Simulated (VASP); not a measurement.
# CaPdI4 (P4/mmm) in VASP: a series of runs

Runs on CaPdI4. Level: PBEsol. Tasks: single point, relaxation of cell and atoms.

Everything below comes from runs of VASP 6.6.1. Logs are shortened: lines on timing, memory, paths and dates and some standing lists are left out, and cuts for length are marked.

## (1) The cell of the first run

Symmetry: P4/mmm, No. 123, tetragonal system. Conventional cell: a = 5.212 Å, b = 5.212 Å, c = 8.975 Å, α = 90.00°, β = 90.00°, γ = 90.00°. Ca (site symmetry 4/mmm) has 16 I at 4.04 to 5.19 Å and 4 Ca at 5.21 Å within 5.3 Å. Within 3.4 Å of Pd (site symmetry 4/mmm) lie 6 I at 2.61 to 2.82 Å. I (site symmetry 4mm) has 1 Pd at 2.82 Å and 5 I at 3.33 to 3.84 Å and 4 Ca at 4.04 Å within 4.1 Å. I (site symmetry mmm) has 2 Pd at 2.61 Å within 3.4 Å.

## (2) Single point, PBEsol

The input, INCAR:

```
SYSTEM = CaPdI4
PREC = Accurate ; ENCUT = 520
EDIFF = 1E-6 ; ISMEAR = -1
SIGMA = 0.03 ; LREAL = .False.
LASPH = .True. ; NELM = 80
ALGO = Normal ; ISIF = 2
LWAVE = .False. ; LCHARG = .True.
GGA = PS ; LELF = .True.
LVHAR = .True. ; NBANDS = 33
```

The input, KPOINTS:

```
Automatic mesh
0
Gamma
  4 4 2
  0 0 0
```

The input, POSCAR:

```
CaPdI4
1.0
    5.2122078437      0.0000000000      0.0000000000
    0.0000000000      5.2122078437      0.0000000000
    0.0000000000      0.0000000000      8.9752394272
Ca Pd I
1 1 4
Direct
    0.0000000000      0.0000000000      0.0000000000
    0.5000000000      0.5000000000      0.5000000000
    0.5000000000      0.5000000000      0.8147007004
    0.5000000000      0.5000000000      0.1852992996
    0.5000000000      0.0000000000      0.5000000000
    0.0000000000      0.5000000000      0.5000000000
```

Potentials or basis: VASP PAW PBE potentials, release 64 (Ca_sv, Pd, I).

Launch:

```bash
> cat potpaw_PBE.64/Ca_sv/POTCAR potpaw_PBE.64/Pd/POTCAR potpaw_PBE.64/I/POTCAR > POTCAR
> mpirun -np 1 vasp_std > vasp.out
```

OUTCAR:

```text
SYSTEM = CaPdI4
   PREC = Accurate
   ENCUT = 520
   EDIFF = 1E-6
   ISMEAR = -1
   LREAL = .False.
   LASPH = .True.
   NELM = 80
   ISIF = 2
   GGA = PS

 ion  position               nearest neighbor table
   1  0.000  0.000  0.000-
   2  0.500  0.500  0.500-   5 2.61   6 2.61   5 2.61   6 2.61   3 2.82   4 2.82
   3  0.500  0.500  0.815-   2 2.82   4 3.33
   4  0.500  0.500  0.185-   2 2.82   3 3.33
   5  0.500  0.000  0.500-   2 2.61   2 2.61
   6  0.000  0.500  0.500-   2 2.61   2 2.61

  LATTYP: Found a simple tetragonal cell.
 ALAT       =     5.2122078437
 C/A-ratio  =     1.7219649900

  Lattice vectors:

 A1 = (   5.2122078437,   0.0000000000,   0.0000000000)
 A2 = (   0.0000000000,   5.2122078437,   0.0000000000)
 A3 = (   0.0000000000,   0.0000000000,   8.9752394272)

Analysis of symmetry for initial positions (statically):
=====================================================================
 Subroutine PRICEL returns:
 Original cell was already a primitive cell.

 Routine SETGRP: Setting up the symmetry group for a
 simple tetragonal supercell.

 Subroutine GETGRP returns: Found 16 space group operations
 (whereof 16 operations were pure point group operations)
 out of a pool of 16 trial point group operations.

The static configuration has the point symmetry D_4h.

Analysis of symmetry for dynamics (positions and initial velocities):
=====================================================================
 Subroutine PRICEL returns:
 Original cell was already a primitive cell.

 Routine SETGRP: Setting up the symmetry group for a
 simple tetragonal supercell.

 Subroutine GETGRP returns: Found 16 space group operations
 (whereof 16 operations were pure point group operations)
 out of a pool of 16 trial point group operations.

The dynamic configuration has the point symmetry D_4h.

 Subroutine INISYM returns: Found 16 space group operations
 (whereof 16 operations are pure point group operations),
 and found     1 'primitive' translations

----------------------------------------------------------------------------------------

                                     Primitive cell

  volume of cell :     243.8313

  direct lattice vectors                    reciprocal lattice vectors
     5.212207844  0.000000000  0.000000000     0.191857276  0.000000000  0.000000000
     0.000000000  5.212207844  0.000000000     0.000000000  0.191857276  0.000000000
     0.000000000  0.000000000  8.975239427     0.000000000  0.000000000  0.111417641

  length of vectors
     5.212207844  5.212207844  8.975239427     0.191857276  0.191857276  0.111417641

  position of ions in fractional coordinates (direct lattice)
     0.000000000  0.000000000  0.000000000
     0.500000000  0.500000000  0.500000000
     0.500000000  0.500000000  0.814700700
     0.500000000  0.500000000  0.185299300
     0.500000000  0.000000000  0.500000000
     0.000000000  0.500000000  0.500000000

  ion indices of the primitive-cell ions
   primitive index   ion index
                 1           1
                 2           2
                 3           3
                 4           4
                 5           5
                 6           6

----------------------------------------------------------------------------------------

 KPOINTS: Automatic mesh

Automatic generation of k-mesh.
 Grid dimensions read from file:
 generate k-points for:    4    4    2

 Generating k-lattice:

  Cartesian coordinates                     Fractional coordinates (reciprocal lattice)
     0.047964319  0.000000000  0.000000000     0.250000000  0.000000000  0.000000000
     0.000000000  0.047964319  0.000000000     0.000000000  0.250000000  0.000000000
     0.000000000  0.000000000  0.055708820     0.000000000  0.000000000  0.500000000

  Length of vectors
     0.047964319  0.047964319  0.055708820

  Shift w.r.t. Gamma in fractional coordinates (k-lattice)
     0.000000000  0.000000000  0.000000000

 Subroutine IBZKPT returns following result:
 ===========================================

 Found     12 irreducible k-points:

 Following reciprocal coordinates:
            Coordinates               Weight
  0.000000  0.000000  0.000000      1.000000
  0.250000  0.000000  0.000000      4.000000
  0.500000  0.000000  0.000000      2.000000
  0.250000  0.250000  0.000000      4.000000
  0.500000  0.250000  0.000000      4.000000
  0.500000  0.500000  0.000000      1.000000
  0.000000  0.000000  0.500000      1.000000
  0.250000  0.000000  0.500000      4.000000
  0.500000  0.000000  0.500000      2.000000
  0.250000  0.250000  0.500000      4.000000
  0.500000  0.250000  0.500000      4.000000
  0.500000  0.500000  0.500000      1.000000
   k-points           NKPTS =     12   k-points in BZ     NKDIM =     12   number of bands    NBANDS=     33
   number of dos      NEDOS =    301   number of ions     NIONS =      6
   total plane-waves  NPLWV = 112000
   dimension x,y,z NGX =    40 NGY =   40 NGZ =   70
   dimension x,y,z NGXF=    80 NGYF=   80 NGZF=  140
   ions per type =               1   1   4
   NGX,Y,Z   is equivalent  to a cutoff of  12.76, 12.76, 12.97 a.u.
   NGXF,Y,Z  is equivalent  to a cutoff of  25.52, 25.52, 25.93 a.u.
 SYSTEM =  CaPdI4
   PREC   = accura    normal or accurate (medium, high low for compatibility)
   ISTART =      0    job   : 0-new  1-cont  2-samecut
   ICHARG =      2    charge: 1-file 2-atom 10-const
   ISPIN  =      1    spin polarized calculation?
   LNONCOLLINEAR =      F non collinear calculations
   LSORBIT =      F    spin-orbit coupling
   LASPH  =      T    aspherical Exc in radial PAW
   ENCUT  =  520.0 eV  38.22 Ry    6.18 a.u.   9.69  9.69 16.69*2*pi/ulx,y,z
   NELM   =     80;   NELMIN=  2; NELMDL= -5     # of ELM steps
   EDIFF  = 0.1E-05   stopping-criterion for ELM
   LREAL  =      F    real-space projection
   EDIFFG = 0.1E-04   stopping-criterion for IOM
   NSW    =      0    number of steps for IOM
   IBRION =     -1    ionic relax: 0-MD 1-quasi-New 2-CG
   NFREE  =      0    steps in history (QN), initial steepest desc. (CG)
   ISIF   =      2    stress and relaxation
   ISYM   =      2    0-nonsym 1-usesym 2-fastsym
   POTIM  = 0.5000    time-step for ionic-motion
   TEBEG  =    0.0;   TEEND  =   0.0 temperature during run
   PSTRESS=    0.0 pullay stress
   NELECT =      48.0000    total number of electrons
   NUPDOWN=      -1.0000    fix difference up-down
   EMIN   =  10.00;   EMAX   =-10.00  energy-range for DOS
   EFERMI =   0.00;   METHOD = LEGACY
   ISMEAR =    -1;   SIGMA  =   0.03  broadening in eV -4-tet -1-fermi 0-gaus
   EFERMI_NEDOS =   21; number of points for ismear=-14 and -15
   IALGO  =     38    algorithm
   IMIX   =      4    mixing-type and parameters
     AMIX     =   0.40;   BMIX     =  1.00
     AMIX_MAG =   1.60;   BMIX_MAG =  1.00
  volume/ion in A,a.u.               =      40.64       274.24
  Fermi-wavevector in a.u.,A,eV,Ry     =   0.952340  1.799662 12.339827  0.906952
  Thomas-Fermi vector in A             =   2.080894
   LORBIT       =      0    0 simple, 1 ext, 2 COOP (PROOUT), +10 PAW based schemes
   GGA     = PS    functional components
   LHFCALC =     F    Hartree Fock is set to
   AEXX    =    0.0000 exact exchange contribution
   IVDW    =     0    specifies the selected vdW correction
   LEPSILON=     F    determine dielectric tensor
   LRPA    =     F    only Hartree local field effects (RPA)
 non-spin polarized calculation
  energy-cutoff  :      520.00
  volume of cell :      243.83
 maximum number of plane-waves:      6605
 NGX is ok and might be reduce to    40
   NGX = 19   NGY = 19   NGZ = 33

 number of electron      48.0000004 magnetization

 Free energy of the ion-electron system (eV)
  ---------------------------------------------------
  ext. energy  EPLUGINS =         0.00000000
  ---------------------------------------------------
  free energy    TOTEN  =       -17.02887894 eV

  energy without entropy =      -17.02485851  energy(sigma->0) =      -17.02686873

 E-fermi :   3.6002     XC(G=0):  -8.0161

 val. band max:        3.5857940788   @ k =   0.5000   0.5000   0.5000
 cond. band min:       3.7021970416   @ k =   0.5000   0.5000   0.5000
 fundamental gap:      0.1164029628
 Fermi energy:         3.6001718262

 k-point     1 :       0.0000    0.0000    0.0000
  band No.  band energies     occupation
      1     -41.0165      2.00000
      2     -22.0149      2.00000
      3     -21.9815      2.00000
      4     -21.9815      2.00000
      5     -10.2091      2.00000
      6      -9.5054      2.00000
[... 25 lines left out ...]
     32       6.0149      0.00000
     33       6.3868      0.00000

 k-point     2 :       0.2500    0.0000    0.0000
  band No.  band energies     occupation
      1     -41.0164      2.00000
      2     -22.0148      2.00000
      3     -21.9824      2.00000
      4     -21.9815      2.00000
      5     -10.0968      2.00000
      6      -9.4251      2.00000
[... 25 lines left out ...]
     32       6.7359      0.00000
     33       6.9135      0.00000

 k-point     3 :       0.5000    0.0000    0.0000
  band No.  band energies     occupation
      1     -41.0164      2.00000
      2     -22.0148      2.00000
      3     -21.9833      2.00000
      4     -21.9814      2.00000
      5      -9.9831      2.00000
      6      -9.2601      2.00000
[... 25 lines left out ...]
     32       5.2903      0.00000
     33       7.2831      0.00000

 k-point     4 :       0.2500    0.2500    0.0000
  band No.  band energies     occupation
      1     -41.0164      2.00000
      2     -22.0148      2.00000
      3     -21.9823      2.00000
      4     -21.9823      2.00000
      5     -10.0060      2.00000
      6      -9.3388      2.00000
[... 241 lines left out ...]
     32       6.4948      0.00000
     33       6.5710      0.00000

 k-point    11 :       0.5000    0.2500    0.5000
  band No.  band energies     occupation
      1     -41.0164      2.00000
      2     -22.0147      2.00000
      3     -21.9831      2.00000
      4     -21.9822      2.00000
      5      -9.8193      2.00000
      6      -9.4854      2.00000
[... 25 lines left out ...]
     32       6.1685      0.00000
     33       6.9936      0.00000

 k-point    12 :       0.5000    0.5000    0.5000
  band No.  band energies     occupation
      1     -41.0164      2.00000
      2     -22.0146      2.00000
      3     -21.9831      2.00000
      4     -21.9831      2.00000
      5      -9.8051      2.00000
      6      -9.3076      2.00000
[... 25 lines left out ...]
     32       6.5381      0.00000
     33       6.8773      0.00000

------------------------ aborting loop because EDIFF is reached ----------------------------------------

  FORCE on cell =-STRESS in cart. coord.  units (eV):
  Direction    XX          YY          ZZ          XY          YZ          ZX
  --------------------------------------------------------------------------------------
  -------------------------------------------------------------------------------------
  Total       -0.0296711     -0.0296711     -0.0275981      0.0000000     -0.0000000      0.0000000
  in kB       -0.1949640     -0.1949640     -0.1813429      0.0000000     -0.0000000      0.0000000
  external PRESSURE =      -0.1904236 kB  Pullay stress =       0.0000000 kB

 VOLUME and BASIS-vectors are now :
 -----------------------------------------------------------------------------
  energy-cutoff  :      520.00
  volume of cell :      243.83
      direct lattice vectors                 reciprocal lattice vectors
     5.212207844  0.000000000  0.000000000     0.191857276  0.000000000  0.000000000
     0.000000000  5.212207844  0.000000000     0.000000000  0.191857276  0.000000000
     0.000000000  0.000000000  8.975239427     0.000000000  0.000000000  0.111417641

 POSITION                                       TOTAL-FORCE (eV/Angst)
 -----------------------------------------------------------------------------------
      0.00000      0.00000      0.00000         0.000000      0.000000      0.000000
      2.60610      2.60610      4.48762         0.000000      0.000000      0.000000
      2.60610      2.60610      7.31213        -0.000000     -0.000000     -0.009034
      2.60610      2.60610      1.66311         0.000000     -0.000000      0.009034
      2.60610      0.00000      4.48762         0.000000      0.000000      0.000000
      0.00000      2.60610      4.48762         0.000000      0.000000      0.000000
 -----------------------------------------------------------------------------------
    total drift:                                0.000000     -0.000000     -0.000000

  FREE ENERGIE OF THE ION-ELECTRON SYSTEM (eV)
  ---------------------------------------------------
  free  energy   TOTEN  =       -17.0288789426 eV

  energy  without entropy=      -17.0248585134  energy(sigma->0) =      -17.02686873
```

Run time: 1.7 min. Hardware: 1 thread of Intel Xeon Platinum 8488C (Sapphire Rapids), shared host; peak memory 0.36 GiB.

What came out:

| Property | Result |
| --- | --- |
| Free energy | -17.0289 eV |
| Pressure | 0.0 GPa |
| Largest force | 0.009 eV/Å |
| Band gap on the k mesh | zero (bands 24 and 25 overlap by 1.44 eV) |

Forces on the atoms (eV/Å):
```
Ca   0.000  0.000  0.000
Pd   0.000  0.000  0.000
I    0.000  0.000 -0.009
I    0.000  0.000  0.009
I    0.000  0.000  0.000
I    0.000  0.000  0.000
```

Caveat: the PAW data sets were made with another functional, which shifts forces and pressure a little; spin-orbit coupling is left out, which moves the levels of the heavy elements.

## (3) Relaxation of cell and atoms, PBEsol

This run uses another cell than the first one, of 42.48 Å³/atom.

The input, INCAR:

```
SYSTEM = CaPdI4
ALGO     = Normal         ! electronic algorithm
EDIFF    = 1E-6           ! SCF threshold, eV
EDIFFG   = -0.01          ! ionic threshold
ENCUT    = 600            ! plane-wave cutoff, eV
GGA      = PS             ! functional
IBRION   = 2              ! ionic algorithm
ISIF     = 3              ! what is computed and relaxed
ISMEAR   = -1             ! smearing method
LASPH    = .True.         ! aspherical terms in the spheres
LCHARG   = .False.        ! write CHGCAR
LREAL    = .False.        ! projectors in reciprocal space
LWAVE    = .False.        ! write WAVECAR
NELM     = 80             ! most SCF steps
NSW      = 100            ! ionic steps
PREC     = Accurate       ! precision mode
SIGMA    = 0.03           ! smearing width, eV
```

The input, KPOINTS:

```
k-points
0
Gamma
  4 4 2
  0 0 0
```

The input, POSCAR:

```
CaPdI4
1.0
    5.2913672300      0.0000000000      0.0000000000
    0.0000000000      5.2913672300      0.0000000000
    0.0000000000      0.0000000000      9.1027857500
Ca Pd I
1 1 4
Direct
    0.0000000000      0.0000000000      0.0000000000
    0.5000000000      0.5000000000      0.5000000000
    0.5000000000      0.5000000000      0.7816317300
    0.5000000000      0.5000000000      0.2183682700
    0.5000000000      0.0000000000      0.5000000000
    0.0000000000      0.5000000000      0.5000000000
```

Potentials or basis: VASP PAW PBE potentials, release 64 (Ca_sv, Pd, I).

Launch:

```bash
> cat potpaw_PBE.64/Ca_sv/POTCAR potpaw_PBE.64/Pd/POTCAR potpaw_PBE.64/I/POTCAR > POTCAR
> mpirun -np 1 vasp_std > vasp.out
```

Wall time 12 min (1 thread of Intel Xeon Platinum 8488C (Sapphire Rapids), shared host); peak memory 0.46 GiB.

Results (log left out):

```yaml
Free_energy: -17.0302 eV
Relaxed_volume: 40.65 Å³/atom
Relaxed_cell: a = 5.213 Å, b = 5.213 Å, c = 8.977 Å, α = 90.00°, β = 90.00°, γ = 90.00°
Space_group_after_relaxing_to_0.1_Å: P4/mmm (No. 123)
Energy_gained_by_relaxing: 96.8 meV/atom
Ionic_steps: 11
Pressure_after_relaxing: 0.0 GPa
Largest_force_after_relaxing: 0.010 eV/Å
Band_gap_on_the_k_mesh: zero (bands 24 and 25 overlap by 1.44 eV)
```

Forces on the atoms (eV/Å):
```
Ca   0.000  0.000  0.000
Pd   0.000  0.000  0.000
I    0.000  0.000 -0.010
I    0.000  0.000  0.010
I    0.000  0.000  0.000
I    0.000  0.000  0.000
```

Step by step:
```tsv
step	energy change (eV)	largest force (eV/Å)	pressure (GPa)	volume (Å³)
1	0.0000	1.9779	0.86	254.86
2	-0.2639	0.9491	-1.09	263.33
3	-0.2916	0.4368	-2.15	270.64
4	-0.4922	0.1955	-1.28	257.24
5	-0.5436	0.1356	-0.31	247.41
6	-0.5437	0.1133	-0.36	247.91
7	-0.5709	0.0668	-0.18	245.59
8	-0.5806	0.0144	0.02	243.62
9	-0.5809	0.0013	0.08	243.19
10	-0.5809	0.0043	0.06	243.28
11	-0.5810	0.0098	-0.02	243.91
```

Final structure:
```
Ca Pd I
1.0
     5.21260    0.00000    0.00000
     0.00000    5.21260    0.00000
     0.00000    0.00000    8.97662
Ca Pd I
1 1 4
Direct
  0.00000 0.00000 0.00000
  0.50000 0.50000 0.50000
  0.50000 0.50000 0.81471
  0.50000 0.50000 0.18529
  0.50000 0.00000 0.50000
  0.00000 0.50000 0.50000
```

Levels at points of the mesh, in eV from the Fermi level:
| k point | band 22 | band 23 | band 24 | band 25 | band 26 | band 27 |
| --- | --- | --- | --- | --- | --- | --- |
| (0.00, 0.00, 0.00) | -1.77 | -1.05 | -1.05 | -1.04 | -0.44 | 0.17 |
| (0.50, 0.00, 0.00) | -1.21 | -0.93 | -0.84 | -0.16 | 0.63 | 0.76 |
| (0.50, 0.50, 0.00) | -0.81 | -0.76 | -0.01 | 0.30 | 0.95 | 0.96 |
| (0.00, 0.00, 0.50) | -1.79 | -1.04 | -1.04 | -0.85 | -0.03 | 0.23 |
| (0.50, 0.00, 0.50) | -1.84 | -1.00 | -0.94 | 0.64 | 0.70 | 0.79 |
| (0.50, 0.50, 0.50) | -0.93 | -0.01 | 0.10 | 0.85 | 0.93 | 1.03 |

Caveat: the PAW data sets were made with another functional, which shifts forces and pressure a little; spin-orbit coupling is left out, which moves the levels of the heavy elements.

The gap in the log of VASP goes by the Fermi energy; the results here count the filled bands.